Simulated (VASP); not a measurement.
Hf2Cl, 3 atoms in the cell. Symmetry: I4/mmm, No. 139, tetragonal system. The conventional cell has a = 3.712 Å, b = 3.712 Å, c = 9.105 Å, α = 90.00°, β = 90.00°, γ = 90.00°. Within 4.0 Å of Hf (site symmetry 4mm) lie 9 Hf at 3.00 to 3.71 Å and 5 Cl at 3.02 to 3.05 Å. Cl (site symmetry 4/mmm) has 10 Hf at 3.02 to 3.05 Å and 4 Cl at 3.71 Å within 4.0 Å. 

| Property | Result |
| --- | --- |
| Program | VASP 6.6.1 |
| Task | single point |
| Functional | PBE |
| Potentials or basis | VASP PAW PBE potentials, release 64 (Hf_pv, Cl) |
| Cutoff | 520 eV |
| k mesh | 6 × 6 × 6 |
| Occupations | gaussian, width 0.1 eV |
| Spin | no spin polarisation |
| Dipole correction | no |
| Further INCAR settings | ALGO = Normal; EDIFF = 1e-06; NBANDS = 20 |

Potentials or basis: VASP PAW PBE potentials, release 64 (Hf_pv, Cl).

Command:

```sh
$ cat potpaw_PBE.64/Hf_pv/POTCAR potpaw_PBE.64/Cl/POTCAR > POTCAR
$ mpirun -np 1 vasp_std > vasp.out
```

Hardware: 1 thread of Intel Xeon 8259CL, on a shared host.

Problem. How long does it take, and how much memory?

Solution. Wall time 69 s on 1 thread of Intel Xeon 8259CL, on a shared host, peak memory 0.25 GiB. Counts: scf iterations 12, k points 30.
